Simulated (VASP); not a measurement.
Input of a VASP 6.6.1 run:

INCAR

```
PREC = Accurate
ENCUT = 520
EDIFF = 1E-6
ISMEAR = 0
SIGMA = 0.05
LREAL = F
LASPH = T
NELM = 80
ALGO = Normal
ISIF = 2
LWAVE = F
LCHARG = F
GGA = PE
NBANDS = 19
```

KPOINTS

```
Automatic mesh
0
Gamma
  8 8 4
```

Contents of POSCAR:

```
Cd
1.0
    3.1448034555      0.0000000000      0.0000000000
   -1.5724017277      2.7234796824      0.0000000000
    0.0000000000      0.0000000000      5.1940056787
Cd
2
Direct
    0.3333333333      0.6666666667      0.2500000000
    0.6666666667      0.3333333333      0.7500000000
```

Potentials or basis: VASP PAW PBE potentials, release 64 (Cd).

The run is started by

```bash
$ cat potpaw_PBE.64/Cd/POTCAR > POTCAR
$ mpirun -np 1 vasp_std > vasp.out
```

**Question.** What does it give for the band gap on the k mesh?

**Answer.** Zero (band 12 reaches 4.14 eV, above the bottom of band 13 at 1.20 eV).

**Question.** Estimate the pressure.

**Answer.** 0.2 GPa.
